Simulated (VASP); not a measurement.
## Cd4Si4P9 (a cell with a defect): single point with PBEsol

The system is Cd4Si4P9 (a cell with a defect).

```xyz
17
Lattice="5.6447 0.0000 0.0000 0.0000 5.6447 0.0000 0.0000 0.0000 10.5006" Properties=species:S:1:pos:R:3 pbc="T T T"
Cd    0.0449    5.5770    0.0043
Cd    0.0690    2.8214    2.7305
Cd    2.8477    0.0130    7.8425
Cd    2.7597    2.8051    5.2891
Si    5.5883    5.5825    5.2989
Si    2.7964    5.6006    2.5533
Si    2.7706    2.8474    0.0557
Si    0.0413    2.8015    7.8206
P     1.6350    1.4324    1.2709
P     0.3132    0.5876    6.6205
P     3.9986    4.2397    1.3185
P     4.2868    1.1162    3.9165
P     1.3631    4.4975    3.9365
P     1.3928    3.9982    9.1845
P     4.4536    4.2251    6.5225
P     4.2363    1.5971    9.1403
P     1.9807    2.1995    6.6028
```

| Property | Result |
| --- | --- |
| Program | VASP 6.6.1 |
| Task | single point |
| Functional | PBEsol |
| Potentials or basis | VASP PAW PBE potentials, release 64 (Cd, Si, P) |
| Cutoff | 520 eV |
| k mesh | 2 × 2 × 2, shifted |
| Occupations | fermi-dirac, width 0.05 eV |
| Spin | no spin polarisation |
| Dipole correction | no |
| Further INCAR settings | LREAL = Auto; ALGO = Normal; EDIFF = 1e-06; NBANDS = 68 |

The pressure is 21.6 GPa and the largest force is 39.848 eV/Å. The band gap on the k mesh is zero (an odd number of electrons rules out a gap without spin polarisation).

Forces in eV/Å, atoms in the order of the input:
```
Cd   -0.267   0.465   0.026
Cd   -0.409  -0.238  -0.574
Cd   -0.421  -0.261   0.376
Cd   16.498  12.272 -28.733
Si   -8.961 -15.955 -35.316
Si   -0.041   0.916   0.551
Si    0.808  -0.142  -0.909
Si    0.648  -0.216   0.116
P    -0.258  -0.454   0.563
P     9.839  17.052  34.644
P     0.258  -0.550  -0.065
P    -0.989  -0.034  -0.831
P     0.808   0.241  -0.627
P     0.066   0.339   0.313
P    -0.139  -1.035   0.841
P     0.370   0.897   0.857
P   -17.810 -13.296  28.767
```

Stress tensor (GPa, compression positive):
```
 9.33  9.22 -3.75
 9.22 11.75  3.79
-3.75  3.79 43.77
```

Levels at points of the mesh, in eV from the Fermi level:
| k point | band 52 | band 53 | band 54 | band 55 | band 56 | band 57 |
| --- | --- | --- | --- | --- | --- | --- |
| (0.25, 0.25, 0.25) | -1.05 | -0.44 | -0.30 | 0.07 | 1.17 | 1.26 |

Run time: 3.2 min on 1 thread of Oxide Virtual Turin-like Processor, with other jobs on the host, peak memory 0.33 GiB.

Caveat: the k points lie up to 0.56 Å⁻¹ apart, too coarse for converged energies and pressures of a metal; atoms lie so close that the PAW spheres overlap strongly, which falsifies energies and pressures; the PAW data sets were made with another functional, which shifts forces and pressure a little; an odd number of electrons without spin polarisation forces a metal; a magnetic or distorted state may lie lower.
